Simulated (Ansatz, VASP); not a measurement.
**ZnO: VASP beside Ansatz**

```
CELL_PARAMETERS angstrom
3.24940 0.00000 0.00000
-1.62470 2.81406 0.00000
0.00000 0.00000 5.20380
ATOMIC_POSITIONS crystal
Zn 0.33333 0.66667 0.00048
Zn 0.66667 0.33333 0.50048
O 0.33333 0.66667 0.38162
O 0.66667 0.33333 0.88162
```

Alike in both runs: functional PBE; k mesh 8 × 8 × 5; no spin polarisation.

Ansatz relaxed the structure, and its values are those at the end. VASP's run is a single point on that final structure, the one shown.

```csv
,VASP,Ansatz
version,VASP 6.6.1,Ansatz 0.2.0
potentials or method,"VASP PAW PBE potentials, release 64 (Zn, O)","scalar-relativistic, plane waves, PAW"
plane-wave cutoff (eV),520,420
occupations,"gaussian, width 0.01 eV",fixed
valence electrons in the cell,36,36
```

```csv
,VASP,Ansatz,Ansatz less VASP
gap on the k mesh at the Fermi level (eV),0.79,0.80,+0.015
least direct gap on the mesh (eV),0.79,0.80,+0.015
pressure (GPa),6.0,4.9,-1.10
```
